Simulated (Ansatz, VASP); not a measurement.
# Sn3Se in VASP and in Ansatz

```
CELL_PARAMETERS angstrom
0.00000 3.82438 3.82438
3.82438 0.00000 3.82438
3.82438 3.82438 0.00000
ATOMIC_POSITIONS crystal
Sn 0.25000 0.25000 0.25000
Sn 0.75000 0.75000 0.75000
Sn 0.50000 0.50000 0.50000
Se 0.00000 0.00000 0.00000
```

Alike in both runs: task single point; functional PBE; k mesh 10 × 10 × 10; occupations gaussian, width 0.1 eV; no spin polarisation.

```csv
,VASP,Ansatz
version,VASP 6.6.1,Ansatz 0.2.0
potentials or method,"VASP PAW PBE potentials, release 64 (Sn_d, Se), cutoff 520 eV","scalar-relativistic, plane waves, PAW"
valence electrons in the cell,48,58
```

```tsv
	VASP	Ansatz	Ansatz less VASP
gap on the k mesh at the Fermi level (eV)	none	none	-
pressure (GPa)	-3.2	-3.2	+0.04
```

A gap of «none» marks a metal or a gap that the smearing closes. VASP's potentials hold 48 valence electrons a cell and Ansatz's 58, so a difference there can come from the potentials and not from the codes.
